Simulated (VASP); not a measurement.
The system is LiRu.

```
Li Ru
1.0
     2.95331    0.00000    0.00000
     0.00000    2.95331    0.00000
     0.00000    0.00000    2.95331
Li Ru
1 1
Direct
  0.00000 0.00000 0.00000
  0.50000 0.50000 0.50000
```

```yaml
Program: VASP 6.6.1
Task: relaxation of cell and atoms
Functional: PBE
Potentials_or_basis: VASP PAW PBE potentials, release 64 (Li_sv, Ru_pv)
Cutoff: 600 eV
k_mesh: 6 × 6 × 6
Occupations: gaussian, width 0.1 eV
Spin: no spin polarisation
```

At the start: pressure -5.6 GPa; volume 12.88 Å³/atom.

Task: Where does the relaxation end?

Result: Over 3 steps the energy falls by 12.7 meV/atom and the volume is 12.19 Å³/atom (-5.4 %); space group Pm-3m (No. 221, to 0.05 Å).

Step by step:
```
step  energy change (eV)  largest force (eV/Å)  pressure (GPa)  volume (Å³)
   1              0.0000                0.0000           -5.60        25.76
   2             -0.0245                0.0000            1.26        24.12
   3             -0.0255                0.0000            0.01        24.37
```

Final structure:
```
CELL_PARAMETERS angstrom
2.89937 0.00000 0.00000
0.00000 2.89937 0.00000
0.00000 0.00000 2.89937
ATOMIC_POSITIONS crystal
Li 0.00000 0.00000 0.00000
Ru 0.50000 0.50000 0.50000
```

Caveat: the cutoff is under 1.25 times the usual one of these potentials, so pressure, stress and relaxed cells hold a basis-set (Pulay) error.
